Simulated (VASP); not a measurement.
HfBBr2, 4 atoms in the cell. The structure is trigonal, space group P-3m1 (No. 164). The conventional cell has a = 4.959 Å, b = 4.959 Å, c = 4.407 Å, α = 90.00°, β = 90.00°, γ = 120.00°. Within 2.9 Å of Hf (site symmetry -3m) lie 2 B at 2.20 Å. Within 2.9 Å of B (site symmetry -3m) lie 2 Hf at 2.20 Å. Br (site symmetry 3m) has 3 Hf at 2.95 Å and 3 Br at 3.21 Å and 3 B at 3.22 Å within 3.9 Å. 

* Program: VASP 6.6.1
* Task: single point
* Functional: PBE
* Potentials or basis: VASP PAW PBE potentials, release 64 (Hf_pv, B, Br)
* Cutoff: 520 eV
* k mesh: 6 × 6 × 2
* Occupations: gaussian, width 0.1 eV
* Spin: no spin polarisation
* Dipole correction: no
* Further INCAR settings: ALGO = Normal; EDIFF = 1e-06; NBANDS = 22

Potentials or basis: VASP PAW PBE potentials, release 64 (Hf_pv, B, Br).

The run is started by

```bash
$ cat potpaw_PBE.64/Hf_pv/POTCAR potpaw_PBE.64/B/POTCAR potpaw_PBE.64/Br/POTCAR > POTCAR
$ mpirun -np 1 vasp_std > vasp.out
```

Hardware: 1 thread of Intel Xeon 6975P-C (shared host).

**Question.** How long does it take, and how much memory?

**Answer.** It took 28 s on 1 thread of Intel Xeon 6975P-C, on a shared host, peak memory 0.24 GiB. Counts: scf iterations 14, k points 14.
